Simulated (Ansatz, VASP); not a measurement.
**Two plane-wave programs on GaN**

INCAR

```
SYSTEM = GaN
ALGO = Normal
EDIFF = 1E-6
ENCUT = 520
GGA = PE
ISIF = 2
ISMEAR = -1
LASPH = .TRUE.
LCHARG = .FALSE.
LREAL = .FALSE.
LWAVE = .FALSE.
NBANDS = 26
NELM = 60
PREC = Accurate
SIGMA = 0.02
```

KPOINTS

```
k-points
0
G
  12 12 6
  0 0 0
```

Contents of POSCAR:

```
GaN
1.0
    3.0752406057      0.0000000000      0.0000000000
   -1.5376203028      2.7566882179      0.0000000000
    0.0000000000      0.0000000000      5.1836251588
Ga N
2 2
Direct
    0.3344562232      0.6689124464      0.0006640770
    0.6655437768      0.3310875536      0.5006640770
    0.3367603276      0.6735206552      0.3743359230
    0.6632396724      0.3264793448      0.8743359230
```

Input for Ansatz:

```yaml
crystal:
  lattice:
    - [3.0752406057, 0.0, 0.0]
    - [-1.5376203028, 2.7566882179, 0.0]
    - [0.0, 0.0, 5.1836251588]
  atoms:
    - { symbol: Ga, position: [0.3344562232, 0.6689124464, 0.000664077] }
    - { symbol: Ga, position: [0.6655437768, 0.3310875536, 0.500664077] }
    - { symbol: "N", position: [0.3367603276, 0.6735206552, 0.374335923] }
    - { symbol: "N", position: [0.6632396724, 0.3264793448, 0.874335923] }
kpoints:
  mp_grid: { grid: [12, 12, 6] }
  band_path:
    path:
      - [0.0, 0.0, 0.0]
      - [0.5, 0.0, 0.0]
      - [0.3333333333, 0.3333333333, 0.0]
      - [0.0, 0.0, 0.5]
      - [0.5, 0.0, 0.5]
      - [0.3333333333, 0.3333333333, 0.5]
    npoints: 1
hamiltonian:
  xc: pbe
scf:
  occupations: { method: fermi_dirac, width: 0.02 }
  n_extra_bands: 5
output:
  forces: true
  stress: true
  eigenvalues: true
  write_density: true
  write_potential: true
  elf: true
  volumetric_format: npy
```

Change from the starting cell: uniaxial_x strain -3.4%.

Alike in both runs: task single point; functional PBE; k mesh 12 × 12 × 6; occupations fermi-dirac, width 0.02 eV; no spin polarisation.

|  | VASP | Ansatz |
| --- | --- | --- |
| version | VASP 6.6.1 | Ansatz 0.2.0 |
| potentials or method | VASP PAW PBE potentials, release 64 (Ga_d, N) | plane waves, PAW |
| plane-wave cutoff (eV) | 520 | 420 |
| valence electrons in the cell | 36 | 36 |

Ansatz gave:

```
gap on the k mesh at the Fermi level (eV)                     : 1.97
pressure (GPa)                                                : 13.5
traceless stress, the component that is largest in VASP (GPa) : 5.65
rms of the force components (eV/Å)                            : 0.014
```

Which values does VASP return?

gap on the k mesh at the Fermi level (eV): 1.98; pressure (GPa): 13.5; traceless stress, the component that is largest in VASP (GPa): 5.67; rms of the force components (eV/Å): 0.013.

Atom by atom the forces differ by 0.001 eV/Å (rms over components). With one functional, cell and mesh, what is left measures potentials, basis and numerics.
